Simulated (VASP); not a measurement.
Crystal: Al2Pt.

```
Al Pt
1.0
     0.00000    2.95500    2.95500
     2.95500    0.00000    2.95500
     2.95500    2.95500    0.00000
Al Pt
2 1
Direct
  0.25000 0.25000 0.25000
  0.75000 0.75000 0.75000
  0.00000 0.00000 0.00000
```

- Program: VASP 6.6.1
- Task: relaxation of cell and atoms
- Functional: PBE
- Potentials or basis: VASP PAW PBE potentials, release 64 (Al, Pt)
- Cutoff: 600 eV
- k mesh: 14 × 14 × 14
- Occupations: gaussian, width 0.1 eV
- Spin: no spin polarisation

At the start: pressure 2.3 GPa; volume 17.20 Å³/atom.

Question: Where does the relaxation end?

Answer: Over 3 steps the energy falls by 2.1 meV/atom and the volume is 17.50 Å³/atom (+1.7 %); space group Fm-3m (No. 225, to 0.05 Å).

Step by step:
```tsv
step	energy change (eV)	largest force (eV/Å)	pressure (GPa)	volume (Å³)
1	0.0000	0.0000	2.31	51.61
2	0.0010	0.0000	-2.32	53.48
3	-0.0063	0.0000	0.01	52.50
```

Final structure:
```cif
data_structure
_symmetry_space_group_name_H-M 'P 1'
_symmetry_Int_Tables_number 1
_cell_length_a 4.2029
_cell_length_b 4.2029
_cell_length_c 4.2029
_cell_angle_alpha 60.000
_cell_angle_beta 60.000
_cell_angle_gamma 60.000
_cell_volume 52.50
loop_
_atom_site_label
_atom_site_type_symbol
_atom_site_fract_x
_atom_site_fract_y
_atom_site_fract_z
_atom_site_occupancy
Al1 Al 0.25000 0.25000 0.25000 1
Al2 Al 0.75000 0.75000 0.75000 1
Pt1 Pt 0.00000 0.00000 0.00000 1
```
